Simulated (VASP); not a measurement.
# ZnSe (P4/nmm) in VASP: a series of runs, part 2 of 2

VASP 6.6.1. The steps go on from the part before.

## 3. Single point, LDA

This run uses another cell than the first one, of 23.34 Å³/atom, 1.026 times its volume.

File INCAR:

```
PREC = Accurate
ENCUT = 520
EDIFF = 1E-6
ISMEAR = 0
SIGMA = 0.05
LREAL = F
LASPH = T
NELM = 100
ALGO = Normal
ISIF = 2
LWAVE = F
LCHARG = T
LELF = T
LVHAR = T
NBANDS = 26
```

File KPOINTS:

```
regular mesh
0
Gamma
  8 8 6
```

File POSCAR:

```
ZnSe
1.0
    3.9824792206      0.0000000000      0.0000000000
    0.0000000000      3.9824792206      0.0000000000
    0.0000000000      0.0000000000      5.8869000000
Zn Se
2 2
Direct
    0.0000000000      0.0000000000      0.0000000000
    0.5000000000      0.5000000000      0.0000000000
    0.0000000000      0.5000000000      0.2797006019
    0.5000000000      0.0000000000      0.7202993981
```

Potentials or basis: VASP PAW LDA potentials, release 64 (Zn, Se).

Command:

```bash
$ cat potpaw_LDA.64/Zn/POTCAR potpaw_LDA.64/Se/POTCAR > POTCAR
$ mpirun -np 1 vasp_std > vasp.out
```

Run time: 49 s. Hardware: 1 thread of Intel Xeon 6975P-C (Granite Rapids), shared host; peak memory 0.25 GiB.

Results (log left out):

- Free energy: -13.7393 eV
- Pressure: -6.1 GPa
- Largest force: 1.452 eV/Å
- Band gap on the k mesh: 1.22 eV, direct

Forces in eV/Å, atoms in the order of the input:
```
Zn   0.000  0.000  0.000
Zn   0.000  0.000  0.000
Se   0.000  0.000 -1.452
Se   0.000  0.000  1.452
```

Stress tensor (GPa, compression positive):
```
-4.48  0.00  0.00
 0.00 -4.48  0.00
 0.00  0.00 -9.30
```

Levels at points of the mesh, in eV from the valence-band top:
| k point | band 14 | band 15 | band 16 | band 17 | band 18 | band 19 | band 20 | band 21 | band 22 | band 23 |
| --- | --- | --- | --- | --- | --- | --- | --- | --- | --- | --- |
| (0.00, 0.00, 0.00) | -2.12 | -2.12 | -0.55 | 0.00 | 0.00 | 1.22 | 2.11 | 2.94 | 4.92 | 4.92 |
| (0.50, 0.00, 0.00) | -4.71 | -2.39 | -2.39 | -0.74 | -0.74 | 3.47 | 3.47 | 4.97 | 4.97 | 6.41 |
| (0.50, 0.50, 0.00) | -4.36 | -2.54 | -2.54 | -2.23 | -2.23 | 2.33 | 2.33 | 2.41 | 2.41 | 10.05 |
| (0.00, 0.00, 0.50) | -1.95 | -1.77 | -1.77 | -0.62 | -0.62 | 2.30 | 3.13 | 3.51 | 4.89 | 5.74 |
| (0.50, 0.00, 0.50) | -5.32 | -1.06 | -1.06 | -0.70 | -0.70 | 1.93 | 1.93 | 5.36 | 5.36 | 5.81 |
| (0.50, 0.50, 0.50) | -4.06 | -3.06 | -3.06 | -2.88 | -2.88 | 4.00 | 4.00 | 4.10 | 4.10 | 7.28 |

Caveat: forces of over 1 eV/Å act on the atoms, so gaps and moduli don't describe the material at rest.

## 4. Single point, LDA

This run uses another cell than the first one, of 23.44 Å³/atom, 1.030 times its volume.

File INCAR:

```
PREC = Accurate
ENCUT = 520
EDIFF = 1E-6
ISMEAR = 0
SIGMA = 0.05
LREAL = False
LASPH = True
NELM = 80
ALGO = Normal
ISIF = 2
LWAVE = False
LCHARG = False
GGA = CA
NBANDS = 26
```

File KPOINTS:

```
Automatic mesh
0
Gamma
  8 8 6
```

File POSCAR:

```
ZnSe
1.0
    4.1020000000      0.0000000000      0.0000000000
    0.0000000000      4.1020000000      0.0000000000
    0.0000000000      0.0000000000      5.5715000000
Zn Se
2 2
Direct
    0.0000000000      0.0000000000      0.0000000000
    0.5000000000      0.5000000000      0.0000000000
    0.0000000000      0.5000000000      0.2797006019
    0.5000000000      0.0000000000      0.7202993981
```

Command:

```bash
$ cat potpaw_LDA.64/Zn/POTCAR potpaw_LDA.64/Se/POTCAR > POTCAR
$ mpirun -np 1 vasp_std > vasp.out
```

Wall time 43 s (1 thread of Intel Xeon 6975P-C (Granite Rapids), shared host); peak memory 0.25 GiB.

The run converged. Its results:

```yaml
Free_energy: -13.8127 eV
Pressure: -6.3 GPa
Largest_force: 1.084 eV/Å
Band_gap_on_the_k_mesh: 1.33 eV, direct
```

Forces on the atoms (eV/Å):
```
Zn   0.000  0.000  0.000
Zn   0.000  0.000  0.000
Se   0.000  0.000 -1.084
Se   0.000  0.000  1.084
```

Stress tensor (GPa, compression positive):
```
-6.07  0.00  0.00
 0.00 -6.07  0.00
 0.00  0.00 -6.80
```

Levels at points of the mesh, in eV from the valence-band top:
```tsv
k point	band 16	band 17	band 18	band 19	band 20	band 21
(0.00, 0.00, 0.00)	-0.26	0.00	0.00	1.33	1.63	2.80
(0.50, 0.00, 0.00)	-2.12	-0.92	-0.92	3.42	3.42	5.10
(0.50, 0.50, 0.00)	-2.28	-1.94	-1.94	2.65	2.65	2.71
(0.00, 0.00, 0.50)	-1.59	-0.71	-0.71	1.86	3.25	3.81
(0.50, 0.00, 0.50)	-0.85	-0.73	-0.73	2.04	2.04	5.62
(0.50, 0.50, 0.50)	-2.96	-2.75	-2.75	4.62	4.62	4.62
```

Caveat: forces of over 1 eV/Å act on the atoms, so gaps and moduli don't describe the material at rest.

## 5. Single point, LDA

This run uses another cell than the first one, of 17.26 Å³/atom, 0.758 times its volume.

File INCAR:

```
  PREC = Accurate
  ENCUT = 520
  EDIFF = 1E-6
  ISMEAR = 0
  SIGMA = 0.05
  LREAL = False
  LASPH = True
  NELM = 60
  ALGO = Normal
  ISIF = 2
  LWAVE = False
  LCHARG = True
  LELF = True
  LVHAR = True
  NBANDS = 26
```

KPOINTS is that of step 4.

File POSCAR:

```
ZnSe
1.0
    3.8630000000      0.0000000000      0.0000000000
    0.0000000000      3.8630000000      0.0000000000
    0.0000000000      0.0000000000      4.6254000000
Zn Se
2 2
Direct
    0.0000000000      0.0000000000      0.0000000000
    0.5000000000      0.5000000000      0.0000000000
    0.0000000000      0.5000000000      0.2797006019
    0.5000000000      0.0000000000      0.7202993981
```

Command:

```bash
$ cat potpaw_LDA.64/Zn/POTCAR potpaw_LDA.64/Se/POTCAR > POTCAR
$ mpirun -np 1 vasp_std > vasp.out
```

Run time: 96 s. Hardware: 1 thread of Intel Xeon Platinum 8488C (Sapphire Rapids), shared host; peak memory 0.21 GiB.

The run converged. Its results:

```
Free energy            : -13.1968 eV
Pressure               : 21.0 GPa
Largest force          : 2.763 eV/Å
Band gap on the k mesh : 0.99 eV, direct
```

Forces on the atoms (eV/Å):
```
Zn   0.000  0.000  0.000
Zn   0.000  0.000  0.000
Se   0.000  0.000  2.763
Se   0.000  0.000 -2.763
```

Stress tensor (GPa, compression positive):
```
21.17  0.00  0.00
 0.00 21.17  0.00
 0.00  0.00 20.75
```

Levels at points of the mesh, in eV from the valence-band top:
```csv
k point,band 14,band 15,band 16,band 17,band 18,band 19,band 20,band 21,band 22,band 23
"(0.00, 0.00, 0.00)",-4.04,-4.04,-0.14,0.00,0.00,0.99,1.93,2.22,5.76,5.76
"(0.50, 0.00, 0.00)",-5.14,-2.74,-2.74,-1.84,-1.84,3.28,3.28,6.15,6.15,7.17
"(0.50, 0.50, 0.00)",-5.82,-2.95,-2.95,-2.44,-2.44,2.49,2.49,3.44,3.44,11.18
"(0.00, 0.00, 0.50)",-3.27,-3.27,-1.92,-1.33,-1.33,1.75,3.58,3.88,5.64,7.42
"(0.50, 0.00, 0.50)",-6.65,-1.59,-1.59,-0.61,-0.61,2.21,2.21,5.11,5.11,7.12
"(0.50, 0.50, 0.50)",-5.22,-4.50,-4.50,-4.20,-4.20,6.29,6.29,7.08,7.08,9.46
```

Caveat: forces of over 1 eV/Å act on the atoms, so gaps and moduli don't describe the material at rest.

## 6. Single point, LDA

This run uses another cell than the first one, of 17.79 Å³/atom, 0.782 times its volume.

File INCAR:

```
PREC = Accurate ; ENCUT = 520
EDIFF = 1E-7 ; ISMEAR = 0
SIGMA = 0.05 ; LREAL = False
LASPH = True ; NELM = 100
ALGO = Normal ; ISIF = 2
LWAVE = False ; LCHARG = False
GGA = CA ; NBANDS = 26
```

KPOINTS is that of step 5.

POSCAR, as its differences from that of step 5:

```diff
@@ -2,4 +2,4 @@
 1.0
-    3.8630000000      0.0000000000      0.0000000000
-    0.0000000000      3.8630000000      0.0000000000
+    3.9227000000      0.0000000000      0.0000000000
+    0.0000000000      3.9227000000      0.0000000000
     0.0000000000      0.0000000000      4.6254000000
```

Potentials or basis: VASP PAW LDA potentials, release 64 (Zn, Se).

Command:

```bash
$ cat potpaw_LDA.64/Zn/POTCAR potpaw_LDA.64/Se/POTCAR > POTCAR
$ mpirun -np 1 vasp_std > vasp.out
```

OUTCAR:

```text
PREC = Accurate
   ENCUT = 520
   EDIFF = 1E-7
   ISMEAR = 0
   LREAL = False
   LASPH = True
   NELM = 100
   ISIF = 2
   GGA = CA

 ion  position               nearest neighbor table
   1  0.000  0.000  0.000-   3 2.35   4 2.35   3 2.35   4 2.35   2 2.77   2 2.77   2 2.77   2 2.77

   2  0.500  0.500  0.000-   3 2.35   4 2.35   4 2.35   3 2.35   1 2.77   1 2.77   1 2.77   1 2.77

   3  0.000  0.500  0.280-   1 2.35   2 2.35   1 2.35   2 2.35
   4  0.500  0.000  0.720-   1 2.35   2 2.35   2 2.35   1 2.35
[... 900 lines left out ...]
  Direction    XX          YY          ZZ          XY          YZ          ZX
  --------------------------------------------------------------------------------------
  -------------------------------------------------------------------------------------
  Total        7.1372043      7.1372043      7.3015989      0.0000000      0.0000000      0.0000000
  in kB      160.6642408    160.6642408    164.3648962      0.0000000      0.0000000      0.0000000
  external PRESSURE =     161.8977926 kB  Pullay stress =       0.0000000 kB

 VOLUME and BASIS-vectors are now :
 -----------------------------------------------------------------------------
  energy-cutoff  :      520.00
  volume of cell :       71.17
      direct lattice vectors                 reciprocal lattice vectors
     3.922700000  0.000000000  0.000000000     0.254926454  0.000000000  0.000000000
     0.000000000  3.922700000  0.000000000     0.000000000  0.254926454  0.000000000
     0.000000000  0.000000000  4.625400000     0.000000000  0.000000000  0.216197518

 POSITION                                       TOTAL-FORCE (eV/Angst)
 -----------------------------------------------------------------------------------
      0.00000      0.00000      0.00000         0.000000     -0.000000      0.000000
      1.96135      1.96135      0.00000         0.000000      0.000000      0.000000
      0.00000      1.96135      1.29373         0.000000     -0.000000      2.271368
      1.96135      0.00000      3.33167        -0.000000      0.000000     -2.271368
 -----------------------------------------------------------------------------------
    total drift:                                0.000000      0.000000     -0.000000

  FREE ENERGIE OF THE ION-ELECTRON SYSTEM (eV)
  ---------------------------------------------------
  free  energy   TOTEN  =       -13.4456627875 eV

  energy  without entropy=      -13.4456627875  energy(sigma->0) =      -13.44566279
```

Run time: 1.7 min. Hardware: 1 thread of Intel Xeon Platinum 8488C (Sapphire Rapids), shared host; peak memory 0.22 GiB.

What came out:

| Quantity | Value |
| --- | --- |
| Free energy | -13.4457 eV |
| Pressure | 16.2 GPa |
| Largest force | 2.271 eV/Å |
| Band gap on the k mesh | 0.92 eV, direct |

Forces on the atoms (eV/Å):
```
Zn   0.000  0.000  0.000
Zn   0.000  0.000  0.000
Se   0.000  0.000  2.271
Se   0.000  0.000 -2.271
```

Stress tensor (GPa, compression positive):
```
16.07  0.00  0.00
 0.00 16.07  0.00
 0.00  0.00 16.44
```

Caveat: forces of over 1 eV/Å act on the atoms, so gaps and moduli don't describe the material at rest.

## 7. Overview

| cell | k mesh | gap on the mesh (eV) | pressure (GPa) | largest force (eV/Å) |
| --- | --- | --- | --- | --- |
| a = 4.042, b = 4.042, c = 5.572 Å, 4 atoms | 8 × 8 × 6, shifted | 2.03 | -4.9 | 0.92 |
| a = 3.982, b = 3.982, c = 5.887 Å, 4 atoms | 8 × 8 × 6 | 1.22 | -6.1 | 1.45 |
| a = 4.102, b = 4.102, c = 5.572 Å, 4 atoms | 8 × 8 × 6 | 1.33 | -6.3 | 1.08 |
| a = 3.863, b = 3.863, c = 4.625 Å, 4 atoms | 8 × 8 × 6 | 0.99 | 21.0 | 2.76 |
| a = 3.923, b = 3.923, c = 4.625 Å, 4 atoms | 8 × 8 × 6 | 0.92 | 16.2 | 2.27 |

Alike in all rows: task single point; level LDA; potentials or basis VASP PAW LDA potentials, release 64 (Zn, Se); no spin polarisation; cutoff (eV) 520; smearing gaussian 0.05 eV.

Caveats: forces of over 1 eV/Å act on the atoms, so gaps and moduli don't describe the material at rest (some runs).

Absolute energies hang on the potentials; compare differences alone.
